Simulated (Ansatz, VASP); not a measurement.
Two plane-wave programs on BN

```
B N
1.0
     2.34962    0.00000    0.00000
    -1.17481    2.03483    0.00000
     0.00000    0.00000    3.88871
B N
2 2
Cartesian
  1.1748 0.6783 3.8876
  0.0000 1.3566 1.9433
  1.1748 0.6783 2.4315
  0.0000 1.3566 0.4872
```

Change from the starting cell: strain -0.080 along x and y, -0.080 along z, atoms carried along.

Alike in both runs: task single point; functional PBE; k mesh 12 × 12 × 6; occupations gaussian, width 0.05 eV; no spin polarisation.

```csv
,VASP,Ansatz
version,VASP 6.6.1,Ansatz 0.2.0
potentials or method,"VASP PAW PBE potentials, release 64 (B, N), cutoff 520 eV","scalar-relativistic, plane waves, PAW"
valence electrons in the cell,16,16
```

|  | VASP | Ansatz | Ansatz less VASP |
| --- | --- | --- | --- |
| gap on the k mesh at the Fermi level (eV) | 4.64 | 4.67 | +0.032 |
| least direct gap on the mesh (eV) | 9.34 | 9.37 | +0.025 |
| pressure (GPa) | 147.5 | 146.4 | -1.08 |
| traceless stress, the component that is largest in VASP (GPa) | 0.77 | 0.72 | -0.046 |
| rms of the force components (eV/Å) | 0.131 | 0.130 | -0.0011 |

Atom by atom the forces differ by 0.001 eV/Å (rms over components). Both programs put the cell under a high pressure, so it lies far from rest at this level.

Noted on VASP's run: the cell as given lies far from equilibrium.
